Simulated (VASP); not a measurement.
A run of VASP 6.6.1 is set up as follows.

Contents of INCAR:

```
SYSTEM = CoO
  PREC = Accurate
  ENCUT = 520
  EDIFF = 1E-6
  ISMEAR = 0
  SIGMA = 0.05
  LREAL = .False.
  LASPH = .True.
  NELM = 150
  ALGO = Normal
  ISIF = 2
  LWAVE = .False.
  LCHARG = .True.
  ISPIN = 2
  MAGMOM = 3 0
  LORBIT = 11
  LMAXMIX = 4
  GGA = PE
  LELF = .True.
  LVHAR = .True.
  NBANDS = 18
```

KPOINTS

```
Automatic mesh
0
Gamma
  14 14 14
  0 0 0
```

Contents of POSCAR:

```
CoO
1.0
    0.0000000000      2.1315000000      2.1315000000
    2.1315000000      0.0000000000      2.1315000000
    2.1315000000      2.1315000000      0.0000000000
Co O
1 1
Direct
    0.0000000000      0.0000000000      0.0000000000
    0.5000000000      0.5000000000      0.5000000000
```

Potentials or basis: VASP PAW PBE potentials, release 64 (Co, O).

Launch:

```console
$ cat potpaw_PBE.64/Co/POTCAR potpaw_PBE.64/O/POTCAR > POTCAR
$ mpirun -np 1 vasp_std > vasp.out
```

What does it give for the net moment?

2.95 μB per cell.

Estimate the site moments.

Co +2.58; O +0.31 μB.

Estimate the pressure.

-2.1 GPa.

Caveat: a cell with one magnetic atom can't hold antiferromagnetic order, which such compounds often take.
